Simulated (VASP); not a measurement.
# Cu (Fm-3m) in VASP: further runs

Cu is run at these levels: PBEsol; tasks: electric field gradients.

Everything below comes from runs of VASP 6.6.1. Logs are shortened: lines on timing, memory, paths and dates and some standing lists are left out, and cuts for length are marked.

### Step 1. The cell of the first run

The structure is cubic, space group Fm-3m (No. 225). The conventional cell has a = 3.566 Å, b = 3.566 Å, c = 3.566 Å, α = 90.00°, β = 90.00°, γ = 90.00°. Cu (site symmetry m-3m) has 12 Cu at 2.52 Å within 3.3 Å.

### Step 2. Electric field gradients, PBEsol (volume scaled by 0.96)

INCAR reads:

```
SYSTEM = Cu
ALGO = Normal
EDIFF = 1E-8
ENCUT = 520
GGA = PS
ISIF = 2
ISMEAR = -1
LASPH = .True.
LCHARG = .False.
LEFG = .True.
LREAL = .False.
LWAVE = .False.
NBANDS = 12
NELM = 80
PREC = Accurate
SIGMA = 0.03
```

KPOINTS reads:

```
k-points
0
Gamma
  17 17 17
  0 0 0
```

POSCAR reads:

```
Cu
1.0
    0.0000000000      1.7830713297      1.7830713297
    1.7830713297      0.0000000000      1.7830713297
    1.7830713297      1.7830713297      0.0000000000
Cu
1
Direct
    0.0000000000      0.0000000000      0.0000000000
```

Potentials or basis: VASP PAW PBE potentials, release 64 (Cu).

The run is started by

```sh
cat potpaw_PBE.64/Cu/POTCAR > POTCAR
mpirun -np 1 vasp_std > vasp.out
```

OUTCAR:

```text
SYSTEM = Cu
   EDIFF = 1E-8
   ENCUT = 520
   GGA = PS
   ISIF = 2
   ISMEAR = -1
   LASPH = .True.
   LREAL = .False.
   NELM = 80
   PREC = Accurate

 ion  position               nearest neighbor table
   1  0.000  0.000  0.000-

  LATTYP: Found a face centered cubic cell.
 ALAT       =     3.5661426594

  Lattice vectors:

 A1 = (   0.0000000000,   1.7830713297,   1.7830713297)
 A2 = (   1.7830713297,   0.0000000000,   1.7830713297)
 A3 = (   1.7830713297,   1.7830713297,   0.0000000000)

Analysis of symmetry for initial positions (statically):
=====================================================================
 Subroutine PRICEL returns:
 Original cell was already a primitive cell.

 Routine SETGRP: Setting up the symmetry group for a
 face centered cubic supercell.

 Subroutine GETGRP returns: Found 48 space group operations
 (whereof 48 operations were pure point group operations)
 out of a pool of 48 trial point group operations.

The static configuration has the point symmetry O_h .

Analysis of symmetry for dynamics (positions and initial velocities):
=====================================================================
 Subroutine PRICEL returns:
 Original cell was already a primitive cell.

 Routine SETGRP: Setting up the symmetry group for a
 face centered cubic supercell.

 Subroutine GETGRP returns: Found 48 space group operations
 (whereof 48 operations were pure point group operations)
 out of a pool of 48 trial point group operations.

The dynamic configuration has the point symmetry O_h .

 Subroutine INISYM returns: Found 48 space group operations
 (whereof 48 operations are pure point group operations),
 and found     1 'primitive' translations

----------------------------------------------------------------------------------------

                                     Primitive cell

  volume of cell :      11.3380

  direct lattice vectors                    reciprocal lattice vectors
     0.000000000  1.783071330  1.783071330    -0.280415030  0.280415030  0.280415030
     1.783071330  0.000000000  1.783071330     0.280415030 -0.280415030  0.280415030
     1.783071330  1.783071330  0.000000000     0.280415030  0.280415030 -0.280415030

  length of vectors
[... 120 lines left out ...]
  ---------------------------------------------------
  ext. energy  EPLUGINS =         0.00000000
  ---------------------------------------------------
  free energy    TOTEN  =        -4.30826610 eV

  energy without entropy =       -4.30746438  energy(sigma->0) =       -4.30786524

 E-fermi :   8.0057     XC(G=0): -13.1488

 val. band max:        7.8552153528   @ k =   0.4706   0.1765   0.0000
 cond. band min:       8.0272862978   @ k =  -0.3529   0.1765   0.0000
 fundamental gap:      0.1720709450
 Fermi energy:         8.0056845907

 k-point     1 :       0.0000    0.0000    0.0000
  band No.  band energies     occupation
      1      -1.7903      2.00000
      2       4.7515      2.00000
      3       4.7515      2.00000
      4       4.7515      2.00000
      5       5.6373      2.00000
      6       5.6373      2.00000
      7      30.8247      0.00000
      8      33.7571      0.00000
      9      33.7571      0.00000
     10      33.7571      0.00000
     11      36.2713      0.00000
     12      36.2713      0.00000
[... 331 lines left out ...]
 k-point    24 :      -0.1176    0.0588    0.0000
  band No.  band energies     occupation
      1      -0.9817      2.00000
      2       4.5766      2.00000
      3       4.8905      2.00000
      4       4.8944      2.00000
      5       5.5230      2.00000
      6       5.6759      2.00000
      7      26.5672      0.00000
      8      29.1694      0.00000
      9      32.7743      0.00000
     10      34.2150      0.00000
     11      36.7044      0.00000
     12      37.2074      0.00000

 [... further k-points ...]
[... 5 lines left out ...]
  --------------------------------------------------------------------------------------
  -------------------------------------------------------------------------------------
  Total        0.0094267      0.0094267      0.0094267     -0.0000000     -0.0000000      0.0000000
  in kB        1.3320914      1.3320914      1.3320914     -0.0000000     -0.0000000      0.0000000
  external PRESSURE =       1.3320914 kB  Pullay stress =       0.0000000 kB

 VOLUME and BASIS-vectors are now :
 -----------------------------------------------------------------------------
  energy-cutoff  :      520.00
  volume of cell :       11.34
      direct lattice vectors                 reciprocal lattice vectors
     0.000000000  1.783071330  1.783071330    -0.280415030  0.280415030  0.280415030
     1.783071330  0.000000000  1.783071330     0.280415030 -0.280415030  0.280415030
     1.783071330  1.783071330  0.000000000     0.280415030  0.280415030 -0.280415030

 POSITION                                       TOTAL-FORCE (eV/Angst)
 -----------------------------------------------------------------------------------
      0.00000      0.00000      0.00000         0.000000     -0.000000     -0.000000
 -----------------------------------------------------------------------------------
    total drift:                                0.000000      0.000000      0.000000

  FREE ENERGIE OF THE ION-ELECTRON SYSTEM (eV)
  ---------------------------------------------------
  free  energy   TOTEN  =        -4.3082661030 eV

  energy  without entropy=       -4.3074643813  energy(sigma->0) =       -4.30786524

 Electric field gradients (V/A^2)
---------------------------------------------------------------------
 ion       V_xx      V_yy      V_zz      V_xy      V_xz      V_yz
---------------------------------------------------------------------
   1       0.000    -0.000     0.000     0.002     0.002     0.002
---------------------------------------------------------------------

 Electric field gradients after diagonalization (V/A^2)
 (convention: |V_zz| > |V_xx| > |V_yy|)
----------------------------------------------------------------------
 ion       V_xx      V_yy      V_zz     asymmetry (V_yy - V_xx)/ V_zz
----------------------------------------------------------------------
   1      -0.002    -0.002     0.004       0.000
----------------------------------------------------------------------

           NMR quadrupolar parameters

 Cq : quadrupolar parameter    Cq=e*Q*V_zz/h
 eta: asymmetry parameters     (V_yy - V_xx)/ V_zz
 Q  : nuclear electric quadrupole moment in mb (millibarn)
----------------------------------------------------------------------
 ion       Cq(MHz)       eta       Q (mb)
----------------------------------------------------------------------
   1       0.000       0.000       1.000
----------------------------------------------------------------------
```

OSZICAR:

```text
N       E                     dE             d eps       ncg     rms          rms(c)
DAV:   1     0.412329998576E+02    0.41233E+02   -0.53950E+03  4464   0.156E+03
DAV:   2    -0.414917832368E+01   -0.45382E+02   -0.41905E+02  4040   0.205E+02
DAV:   3    -0.540238458133E+01   -0.12532E+01   -0.12438E+01  4640   0.392E+01
DAV:   4    -0.540968151848E+01   -0.72969E-02   -0.72961E-02  4512   0.263E+00
DAV:   5    -0.540974361064E+01   -0.62092E-04   -0.62092E-04  4700   0.249E-01    0.844E+00
DAV:   6    -0.473566350670E+01    0.67408E+00   -0.17019E+01  4756   0.789E+01    0.414E+00
DAV:   7    -0.432349736883E+01    0.41217E+00   -0.25687E+00  4744   0.305E+01    0.614E-01
DAV:   8    -0.430979881214E+01    0.13699E-01   -0.53106E-03  4496   0.965E-01    0.290E-01
DAV:   9    -0.430825597853E+01    0.15428E-02   -0.81443E-03  4968   0.154E+00    0.193E-02
DAV:  10    -0.430826523702E+01   -0.92585E-05   -0.22687E-05  4816   0.669E-02    0.787E-03
DAV:  11    -0.430826603814E+01   -0.80112E-06   -0.12589E-06  4952   0.221E-02    0.231E-04
DAV:  12    -0.430826607176E+01   -0.33612E-07   -0.10345E-08  3120   0.117E-03    0.837E-05
DAV:  13    -0.430826609592E+01   -0.24159E-07   -0.24388E-09  2796   0.642E-04    0.187E-05
DAV:  14    -0.430826610295E+01   -0.70368E-08   -0.18180E-10  2380   0.196E-04
   1 F= -.43082661E+01 E0= -.43078652E+01  d E =-.801722E-03
```

stdout:

```text
POSCAR found type information on POSCAR Cu
 POSCAR found :  1 types and       1 ions
 scaLAPACK will be used
 -----------------------------------------------------------------------------
|                                                                             |
|                                                                             |
|     You enforced a specific xc type in the INCAR file but a different       |
|     I HOPE YOU KNOW WHAT YOU ARE DOING!                                     |
|                                                                             |
 -----------------------------------------------------------------------------

 LDA part: xc-table for (Slater+PW92), standard interpolation
 POSCAR, INCAR and KPOINTS ok, starting setup
 FFT: planning ... GRIDC
 FFT: planning ... GRID_SOFT
 FFT: planning ... GRID
 WAVECAR not read
 entering main loop
ion   1
```

Wall time 18 s (1 thread of Intel Xeon Platinum 8488C (Sapphire Rapids), shared host); peak memory 0.13 GiB.

Results:

- Free energy: -4.3083 eV
- Pressure: 0.1 GPa

Levels at points of the mesh, in eV from the Fermi level:
```csv
k point,band 3,band 4,band 5,band 6,band 7,band 8,band 9,band 10
"(0.00, 0.00, 0.00)",-3.25,-3.25,-2.37,-2.37,22.82,25.75,25.75,25.75
```

Caveat: without QUAD_EFG the Cq values of the log hold for a quadrupole moment of 1 mb, not for the nuclei; the PAW data sets were made with another functional, which shifts forces and pressure a little.

### Step 3. Electric field gradients, PBEsol (volume scaled by 0.96)

INCAR reads:

```
PREC     = Accurate       # precision mode
ENCUT    = 520            # plane-wave cutoff, eV
EDIFF    = 1E-8           # SCF threshold, eV
ISMEAR   = -1             # smearing method
SIGMA    = 0.03           # smearing width, eV
LREAL    = False          # projectors in reciprocal space
LASPH    = True           # aspherical terms in the spheres
NELM     = 100            # most SCF steps
ALGO     = Normal         # electronic algorithm
ISIF     = 2              # what is computed and relaxed
LWAVE    = False          # write WAVECAR
LCHARG   = False          # write CHGCAR
GGA      = PS             # functional
LEFG     = True         
NBANDS   = 12             # bands
```

KPOINTS reads:

```
regular mesh
0
Gamma
  17 17 17
```

POSCAR is that of step 2.

Potentials or basis: VASP PAW PBE potentials, release 64 (Cu).

The run is started by

```sh
cat potpaw_PBE.64/Cu/POTCAR > POTCAR
mpirun -np 1 vasp_std > vasp.out
```

OUTCAR:

```text
PREC = Accurate
   ENCUT = 520
   EDIFF = 1E-8
   ISMEAR = -1
   LREAL = False
   LASPH = True
   NELM = 100
   ISIF = 2
   GGA = PS

 ion  position               nearest neighbor table
   1  0.000  0.000  0.000-

  LATTYP: Found a face centered cubic cell.
 ALAT       =     3.5661426594

  Lattice vectors:

 A1 = (   0.0000000000,   1.7830713297,   1.7830713297)
 A2 = (   1.7830713297,   0.0000000000,   1.7830713297)
 A3 = (   1.7830713297,   1.7830713297,   0.0000000000)

Analysis of symmetry for initial positions (statically):
=====================================================================
 Subroutine PRICEL returns:
 Original cell was already a primitive cell.

 Routine SETGRP: Setting up the symmetry group for a
 face centered cubic supercell.
[... 540 lines left out ...]
  in kB        1.3320914      1.3320914      1.3320914     -0.0000000     -0.0000000      0.0000000
  external PRESSURE =       1.3320914 kB  Pullay stress =       0.0000000 kB

 VOLUME and BASIS-vectors are now :
 -----------------------------------------------------------------------------
  energy-cutoff  :      520.00
  volume of cell :       11.34
      direct lattice vectors                 reciprocal lattice vectors
     0.000000000  1.783071330  1.783071330    -0.280415030  0.280415030  0.280415030
     1.783071330  0.000000000  1.783071330     0.280415030 -0.280415030  0.280415030
     1.783071330  1.783071330  0.000000000     0.280415030  0.280415030 -0.280415030

 POSITION                                       TOTAL-FORCE (eV/Angst)
 -----------------------------------------------------------------------------------
      0.00000      0.00000      0.00000         0.000000     -0.000000     -0.000000
 -----------------------------------------------------------------------------------
    total drift:                                0.000000      0.000000      0.000000

  FREE ENERGIE OF THE ION-ELECTRON SYSTEM (eV)
  ---------------------------------------------------
  free  energy   TOTEN  =        -4.3082661030 eV

  energy  without entropy=       -4.3074643813  energy(sigma->0) =       -4.30786524

 Electric field gradients (V/A^2)
---------------------------------------------------------------------
 ion       V_xx      V_yy      V_zz      V_xy      V_xz      V_yz
---------------------------------------------------------------------
   1       0.000    -0.000     0.000     0.002     0.002     0.002
---------------------------------------------------------------------

 Electric field gradients after diagonalization (V/A^2)
 (convention: |V_zz| > |V_xx| > |V_yy|)
----------------------------------------------------------------------
 ion       V_xx      V_yy      V_zz     asymmetry (V_yy - V_xx)/ V_zz
----------------------------------------------------------------------
   1      -0.002    -0.002     0.004       0.000
----------------------------------------------------------------------

           NMR quadrupolar parameters

 Cq : quadrupolar parameter    Cq=e*Q*V_zz/h
 eta: asymmetry parameters     (V_yy - V_xx)/ V_zz
 Q  : nuclear electric quadrupole moment in mb (millibarn)
----------------------------------------------------------------------
 ion       Cq(MHz)       eta       Q (mb)
----------------------------------------------------------------------
   1       0.000       0.000       1.000
----------------------------------------------------------------------
```

stdout:

```text
POSCAR found type information on POSCAR Cu
 POSCAR found :  1 types and       1 ions
 scaLAPACK will be used
 -----------------------------------------------------------------------------
|                                                                             |
|                                                                             |
|     You enforced a specific xc type in the INCAR file but a different       |
|     I HOPE YOU KNOW WHAT YOU ARE DOING!                                     |
|                                                                             |
 -----------------------------------------------------------------------------

 LDA part: xc-table for (Slater+PW92), standard interpolation
 POSCAR, INCAR and KPOINTS ok, starting setup
 FFT: planning ... GRIDC
 FFT: planning ... GRID_SOFT
 FFT: planning ... GRID
 WAVECAR not read
 entering main loop
ion   1
```

Run time: 17 s. Hardware: 1 thread of Intel Xeon Platinum 8488C (Sapphire Rapids), shared host; peak memory 0.14 GiB.

Results:

```
Free energy : -4.3083 eV
Pressure    : 0.1 GPa
```

Caveat: without QUAD_EFG the Cq values of the log hold for a quadrupole moment of 1 mb, not for the nuclei; the PAW data sets were made with another functional, which shifts forces and pressure a little.

(Part 1 of 2 ends here.)
